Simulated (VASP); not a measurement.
# Sn3GeP (P4/mmm) in VASP: further runs

Runs on Sn3GeP. Level: PBE. Tasks: single point, relaxation of cell and atoms.

Everything below comes from runs of VASP 6.6.1. Logs are shortened: lines on timing, memory, paths and dates and some standing lists are left out, and cuts for length are marked.

## (1) The cell of the first run

It takes space group P4/mmm (No. 123, tetragonal). The conventional cell has a = 3.777 Å, b = 3.777 Å, c = 8.973 Å, α = 90.00°, β = 90.00°, γ = 90.00°. Sn (site symmetry 4mm) has 1 P at 2.60 Å and 4 Sn at 3.27 Å within 3.4 Å. Within 4.3 Å of Sn (site symmetry 4/mmm) lie 12 Sn at 3.27 to 3.78 Å. Within 3.5 Å of Ge (site symmetry 4/mmm) lie 4 P at 2.67 Å. Within 3.4 Å of P (site symmetry 4/mmm) lie 2 Sn at 2.60 Å and 4 Ge at 2.67 Å.

The cell was generated, and may not be a known phase.

## (2) Single point, PBE

INCAR reads:

```
SYSTEM = Sn3GeP
PREC     = Accurate       ! precision mode
ENCUT    = 520            ! plane-wave cutoff, eV
EDIFF    = 1E-6           ! SCF threshold, eV
ISMEAR   = 0              ! smearing method
SIGMA    = 0.2            ! smearing width, eV
LREAL    = .FALSE.        ! projectors in reciprocal space
LASPH    = .TRUE.         ! aspherical terms in the spheres
NELM     = 100            ! most SCF steps
ALGO     = Normal         ! electronic algorithm
ISIF     = 2              ! what is computed and relaxed
LWAVE    = .FALSE.        ! write WAVECAR
LCHARG   = .FALSE.        ! write CHGCAR
GGA      = PE             ! functional
NBANDS   = 38             ! bands
```

KPOINTS reads:

```
Automatic mesh
0
G
  4 4 2
  0 0 0
```

POSCAR reads:

```
Sn3GeP
1.0
    3.7773192899      0.0000000000      0.0000000000
    0.0000000000      3.7773192899      0.0000000000
    0.0000000000      0.0000000000      8.9727242744
Sn Ge P
3 1 1
Direct
    0.5000000000      0.5000000000      0.7898303117
    0.5000000000      0.5000000000      0.2101696883
    0.0000000000      0.0000000000      0.0000000000
    0.0000000000      0.0000000000      0.5000000000
    0.5000000000      0.5000000000      0.5000000000
```

Potentials or basis: VASP PAW PBE potentials, release 64 (Sn_d, Ge_d, P).

On the command line:

```
$ cat potpaw_PBE.64/Sn_d/POTCAR potpaw_PBE.64/Ge_d/POTCAR potpaw_PBE.64/P/POTCAR > POTCAR
$ mpirun -np 1 vasp_std > vasp.out
```

OUTCAR:

```text
SYSTEM = Sn3GeP
   PREC = Accurate
   ENCUT = 520
   EDIFF = 1E-6
   ISMEAR = 0
   LREAL = .FALSE.
   LASPH = .TRUE.
   NELM = 100
   ISIF = 2
   GGA = PE

 ion  position               nearest neighbor table
   1  0.500  0.500  0.790-   5 2.60   3 3.27   3 3.27   3 3.27   3 3.27
   2  0.500  0.500  0.210-   5 2.60   3 3.27   3 3.27   3 3.27   3 3.27
   3  0.000  0.000  0.000-   1 3.27   2 3.27   1 3.27   2 3.27   1 3.27   2 3.27   1 3.27   2 3.27

   4  0.000  0.000  0.500-   5 2.67   5 2.67   5 2.67   5 2.67
   5  0.500  0.500  0.500-   1 2.60   2 2.60   4 2.67   4 2.67   4 2.67   4 2.67

  LATTYP: Found a simple tetragonal cell.
 ALAT       =     3.7773192899
 C/A-ratio  =     2.3754211878

  Lattice vectors:

 A1 = (   3.7773192899,   0.0000000000,   0.0000000000)
 A2 = (   0.0000000000,   3.7773192899,   0.0000000000)
 A3 = (   0.0000000000,   0.0000000000,   8.9727242744)

Analysis of symmetry for initial positions (statically):
=====================================================================
 Subroutine PRICEL returns:
 Original cell was already a primitive cell.

 Routine SETGRP: Setting up the symmetry group for a
 simple tetragonal supercell.

 Subroutine GETGRP returns: Found 16 space group operations
 (whereof 16 operations were pure point group operations)
 out of a pool of 16 trial point group operations.

The static configuration has the point symmetry D_4h.

Analysis of symmetry for dynamics (positions and initial velocities):
=====================================================================
 Subroutine PRICEL returns:
 Original cell was already a primitive cell.

 Routine SETGRP: Setting up the symmetry group for a
 simple tetragonal supercell.

 Subroutine GETGRP returns: Found 16 space group operations
 (whereof 16 operations were pure point group operations)
 out of a pool of 16 trial point group operations.

The dynamic configuration has the point symmetry D_4h.

 Subroutine INISYM returns: Found 16 space group operations
 (whereof 16 operations are pure point group operations),
 and found     1 'primitive' translations

----------------------------------------------------------------------------------------

                                     Primitive cell

  volume of cell :     128.0241

  direct lattice vectors                    reciprocal lattice vectors
     3.777319290  0.000000000  0.000000000     0.264738012  0.000000000  0.000000000
     0.000000000  3.777319290  0.000000000     0.000000000  0.264738012  0.000000000
     0.000000000  0.000000000  8.972724274     0.000000000  0.000000000  0.111448872

  length of vectors
     3.777319290  3.777319290  8.972724274     0.264738012  0.264738012  0.111448872

  position of ions in fractional coordinates (direct lattice)
     0.500000000  0.500000000  0.789830312
     0.500000000  0.500000000  0.210169688
     0.000000000  0.000000000  0.000000000
     0.000000000  0.000000000  0.500000000
     0.500000000  0.500000000  0.500000000

  ion indices of the primitive-cell ions
   primitive index   ion index
                 1           1
                 2           2
                 3           3
                 4           4
                 5           5

----------------------------------------------------------------------------------------

 KPOINTS: Automatic mesh

Automatic generation of k-mesh.
 Grid dimensions read from file:
 generate k-points for:    4    4    2

 Generating k-lattice:

  Cartesian coordinates                     Fractional coordinates (reciprocal lattice)
     0.066184503  0.000000000  0.000000000     0.250000000  0.000000000  0.000000000
     0.000000000  0.066184503  0.000000000     0.000000000  0.250000000  0.000000000
     0.000000000  0.000000000  0.055724436     0.000000000  0.000000000  0.500000000

  Length of vectors
     0.066184503  0.066184503  0.055724436

  Shift w.r.t. Gamma in fractional coordinates (k-lattice)
     0.000000000  0.000000000  0.000000000

 Subroutine IBZKPT returns following result:
 ===========================================

 Found     12 irreducible k-points:

 Following reciprocal coordinates:
            Coordinates               Weight
  0.000000  0.000000  0.000000      1.000000
  0.250000  0.000000  0.000000      4.000000
  0.500000  0.000000  0.000000      2.000000
  0.250000  0.250000  0.000000      4.000000
  0.500000  0.250000  0.000000      4.000000
  0.500000  0.500000  0.000000      1.000000
  0.000000  0.000000  0.500000      1.000000
  0.250000  0.000000  0.500000      4.000000
  0.500000  0.000000  0.500000      2.000000
  0.250000  0.250000  0.500000      4.000000
  0.500000  0.250000  0.500000      4.000000
  0.500000  0.500000  0.500000      1.000000
   k-points           NKPTS =     12   k-points in BZ     NKDIM =     12   number of bands    NBANDS=     38
   number of dos      NEDOS =    301   number of ions     NIONS =      5
   total plane-waves  NPLWV =  54880
   dimension x,y,z NGX =    28 NGY =   28 NGZ =   70
   dimension x,y,z NGXF=    56 NGYF=   56 NGZF=  140
   ions per type =               3   1   1
   NGX,Y,Z   is equivalent  to a cutoff of  12.32, 12.32, 12.97 a.u.
   NGXF,Y,Z  is equivalent  to a cutoff of  24.65, 24.65, 25.94 a.u.
 SYSTEM =  Sn3GeP
   PREC   = accura    normal or accurate (medium, high low for compatibility)
   ISTART =      0    job   : 0-new  1-cont  2-samecut
   ICHARG =      2    charge: 1-file 2-atom 10-const
   ISPIN  =      1    spin polarized calculation?
   LNONCOLLINEAR =      F non collinear calculations
   LSORBIT =      F    spin-orbit coupling
   LASPH  =      T    aspherical Exc in radial PAW
   ENCUT  =  520.0 eV  38.22 Ry    6.18 a.u.   7.02  7.02 16.68*2*pi/ulx,y,z
   NELM   =    100;   NELMIN=  2; NELMDL= -5     # of ELM steps
   EDIFF  = 0.1E-05   stopping-criterion for ELM
   LREAL  =      F    real-space projection
[... 7 lines left out ...]
   TEBEG  =    0.0;   TEEND  =   0.0 temperature during run
   PSTRESS=    0.0 pullay stress
   NELECT =      61.0000    total number of electrons
   NUPDOWN=      -1.0000    fix difference up-down
   EMIN   =  10.00;   EMAX   =-10.00  energy-range for DOS
   EFERMI =   0.00;   METHOD = LEGACY
   ISMEAR =     0;   SIGMA  =   0.20  broadening in eV -4-tet -1-fermi 0-gaus
   EFERMI_NEDOS =   21; number of points for ismear=-14 and -15
   IALGO  =     38    algorithm
   IMIX   =      4    mixing-type and parameters
     AMIX     =   0.40;   BMIX     =  1.00
     AMIX_MAG =   1.60;   BMIX_MAG =  1.00
  volume/ion in A,a.u.               =      25.60       172.79
  Fermi-wavevector in a.u.,A,eV,Ry     =   1.278657  2.416312 22.245047  1.634965
  Thomas-Fermi vector in A             =   2.411188
   LORBIT       =      0    0 simple, 1 ext, 2 COOP (PROOUT), +10 PAW based schemes
   GGA     = PE    functional components
   LHFCALC =     F    Hartree Fock is set to
   AEXX    =    0.0000 exact exchange contribution
   IVDW    =     0    specifies the selected vdW correction
   LEPSILON=     F    determine dielectric tensor
   LRPA    =     F    only Hartree local field effects (RPA)
 non-spin polarized calculation
 Gauss-broadening in eV      SIGMA  =   0.20
  energy-cutoff  :      520.00
  volume of cell :      128.02
 maximum number of plane-waves:      3492
   NGX = 15   NGY = 15   NGZ = 33

 number of electron      61.0000007 magnetization

 Free energy of the ion-electron system (eV)
  ---------------------------------------------------
  ext. energy  EPLUGINS =         0.00000000
  ---------------------------------------------------
  free energy    TOTEN  =       -20.51810093 eV

  energy without entropy =      -20.46529637  energy(sigma->0) =      -20.49169865

 E-fermi :   6.6540     XC(G=0): -10.0726

 val. band max:        6.6375511649   @ k =   0.2500   0.2500   0.0000
 cond. band min:       6.9455630092   @ k =   0.5000   0.5000   0.5000
 fundamental gap:      0.3080118443
 Fermi energy:         6.6539662093

 k-point     1 :       0.0000    0.0000    0.0000
  band No.  band energies     occupation
      1     -17.8255      2.00000
      2     -17.8032      2.00000
      3     -17.8032      2.00000
      4     -17.7751      2.00000
      5     -17.7739      2.00000
      6     -14.8527      2.00000
[... 30 lines left out ...]
     37      11.5975      0.00000
     38      12.8708      0.00000

 k-point     2 :       0.2500    0.0000    0.0000
  band No.  band energies     occupation
      1     -17.8234      2.00000
      2     -17.8047      2.00000
      3     -17.8030      2.00000
      4     -17.7775      2.00000
      5     -17.7700      2.00000
      6     -14.8413      2.00000
[... 30 lines left out ...]
     37      10.9543      0.00000
     38      11.0460      0.00000

 k-point     3 :       0.5000    0.0000    0.0000
  band No.  band energies     occupation
      1     -17.8214      2.00000
      2     -17.8062      2.00000
      3     -17.8028      2.00000
      4     -17.7799      2.00000
      5     -17.7659      2.00000
      6     -14.8537      2.00000
[... 30 lines left out ...]
     37      10.2515      0.00000
     38      11.2756      0.00000

 k-point     4 :       0.2500    0.2500    0.0000
  band No.  band energies     occupation
      1     -17.8213      2.00000
      2     -17.8045      2.00000
      3     -17.8044      2.00000
      4     -17.7806      2.00000
      5     -17.7663      2.00000
      6     -14.8452      2.00000
[... 30 lines left out ...]
     37      11.0507      0.00000
     38      11.2743      0.00000
[... 211 lines left out ...]
      4     -17.7806      2.00000
      5     -17.7663      2.00000
      6     -14.8447      2.00000
[... 30 lines left out ...]
     37       9.7398      0.00000
     38      11.9114      0.00000

 k-point    11 :       0.5000    0.2500    0.5000
  band No.  band energies     occupation
      1     -17.8194      2.00000
      2     -17.8060      2.00000
      3     -17.8043      2.00000
      4     -17.7838      2.00000
      5     -17.7623      2.00000
      6     -14.8558      2.00000
[... 30 lines left out ...]
     37      10.0878      0.00000
     38      11.7358      0.00000

 k-point    12 :       0.5000    0.5000    0.5000
  band No.  band energies     occupation
      1     -17.8176      2.00000
      2     -17.8057      2.00000
      3     -17.8057      2.00000
      4     -17.7877      2.00000
      5     -17.7585      2.00000
      6     -14.8543      2.00000
[... 30 lines left out ...]
     37      10.4016      0.00000
     38      11.4187      0.00000

------------------------ aborting loop because EDIFF is reached ----------------------------------------

  FORCE on cell =-STRESS in cart. coord.  units (eV):
  Direction    XX          YY          ZZ          XY          YZ          ZX
  --------------------------------------------------------------------------------------
  -------------------------------------------------------------------------------------
  Total        0.0457641      0.0457641      0.3039673      0.0000000      0.0000000     -0.0000000
  in kB        0.5727215      0.5727215      3.8040453      0.0000000      0.0000000     -0.0000000
  external PRESSURE =       1.6498295 kB  Pullay stress =       0.0000000 kB

 VOLUME and BASIS-vectors are now :
 -----------------------------------------------------------------------------
  energy-cutoff  :      520.00
  volume of cell :      128.02
      direct lattice vectors                 reciprocal lattice vectors
     3.777319290  0.000000000  0.000000000     0.264738012  0.000000000  0.000000000
     0.000000000  3.777319290  0.000000000     0.000000000  0.264738012  0.000000000
     0.000000000  0.000000000  8.972724274     0.000000000  0.000000000  0.111448872

 POSITION                                       TOTAL-FORCE (eV/Angst)
 -----------------------------------------------------------------------------------
      1.88866      1.88866      7.08693         0.000000      0.000000     -0.025798
      1.88866      1.88866      1.88579        -0.000000      0.000000      0.025798
      0.00000      0.00000      0.00000         0.000000     -0.000000      0.000000
      0.00000      0.00000      4.48636         0.000000     -0.000000      0.000000
      1.88866      1.88866      4.48636         0.000000     -0.000000      0.000000
 -----------------------------------------------------------------------------------
    total drift:                                0.000000      0.000000      0.000000

  FREE ENERGIE OF THE ION-ELECTRON SYSTEM (eV)
  ---------------------------------------------------
  free  energy   TOTEN  =       -20.5181009285 eV

  energy  without entropy=      -20.4652963734  energy(sigma->0) =      -20.49169865
```

Run time: 81 s. Hardware: 1 thread of Intel Xeon Platinum 8259CL at 2.50GHz (Skylake/Cascade Lake), shared host; peak memory 0.24 GiB.

What came out:

- Free energy: -20.5181 eV
- Pressure: 0.2 GPa
- Largest force: 0.026 eV/Å
- Band gap on the k mesh: zero (an odd number of electrons rules out a gap without spin polarisation)

Forces on the atoms (eV/Å):
```
Sn   0.000  0.000 -0.026
Sn   0.000  0.000  0.026
Sn   0.000  0.000  0.000
Ge   0.000  0.000  0.000
P    0.000  0.000  0.000
```

Caveat: the k points lie up to 0.42 Å⁻¹ apart, too coarse for converged energies and pressures of a metal; spin-orbit coupling is left out, which moves the levels of the heavy elements.

## (3) Single point, PBE

This run uses another cell than the first one, of 25.35 Å³/atom.

INCAR reads:

```
SYSTEM = Sn3GeP
PREC = Accurate
ENCUT = 520
EDIFF = 1E-7
ISMEAR = 0
SIGMA = 0.1
LREAL = .False.
LASPH = .True.
NELM = 60
ALGO = Normal
ISIF = 2
LWAVE = .False.
LCHARG = .False.
GGA = PE
NBANDS = 38
```

KPOINTS reads:

```
regular mesh
0
Gamma
  8 8 4
  0 0 0
```

POSCAR reads:

```
Sn3GeP
1.0
    3.6235541882      0.0000000000      0.0000000000
    0.0000000000      3.6235541882      0.0000000000
    0.0000000000      0.0000000000      9.6523674244
Sn Ge P
3 1 1
Direct
    0.5000000000      0.5000000000      0.7846681983
    0.5000000000      0.5000000000      0.2153318017
    0.0000000000      0.0000000000      0.0000000000
    0.0000000000      0.0000000000      0.5000000000
    0.5000000000      0.5000000000      0.5000000000
```

Potentials or basis: VASP PAW PBE potentials, release 64 (Sn_d, Ge_d, P).

On the command line:

```
$ cat potpaw_PBE.64/Sn_d/POTCAR potpaw_PBE.64/Ge_d/POTCAR potpaw_PBE.64/P/POTCAR > POTCAR
$ mpirun -np 1 vasp_std > vasp.out
```

It took 3.5 min on 1 thread of Intel Xeon Platinum 8259CL at 2.50GHz (Skylake/Cascade Lake), shared host; peak memory 0.34 GiB.

The run converged. Its results:

| Item | Value |
| --- | --- |
| Free energy | -20.3988 eV |
| Pressure | -0.1 GPa |
| Band gap on the k mesh | zero (an odd number of electrons rules out a gap without spin polarisation) |

Levels at points of the mesh, in eV from the Fermi level:
| k point | band 26 | band 27 | band 28 | band 29 | band 30 | band 31 | band 32 | band 33 | band 34 | band 35 |
| --- | --- | --- | --- | --- | --- | --- | --- | --- | --- | --- |
| (0.00, 0.00, 0.00) | -3.76 | -2.75 | -2.75 | 1.20 | 1.20 | 1.85 | 1.91 | 2.65 | 2.86 | 2.86 |
| (0.50, 0.00, 0.00) | -4.07 | -2.57 | -2.09 | -0.77 | -0.45 | -0.40 | 1.23 | 1.85 | 1.88 | 3.83 |
| (0.50, 0.50, 0.00) | -5.50 | -5.19 | -3.31 | -3.31 | -1.60 | -1.60 | -1.54 | -0.42 | 0.78 | 1.30 |
| (0.00, 0.00, 0.50) | -2.74 | -2.74 | -1.93 | -0.74 | 1.06 | 1.06 | 2.28 | 3.38 | 3.38 | 3.42 |
| (0.50, 0.00, 0.50) | -4.36 | -3.52 | -2.34 | -0.77 | 0.79 | 1.23 | 1.28 | 1.87 | 2.00 | 2.12 |
| (0.50, 0.50, 0.50) | -5.51 | -4.65 | -3.48 | -3.48 | -2.47 | -1.06 | -1.06 | 0.21 | 0.34 | 0.93 |

Caveat: spin-orbit coupling is left out, which moves the levels of the heavy elements.

(Part 1 of 2 ends here.)

The gap in the log of VASP goes by the Fermi energy; the results here count the filled bands.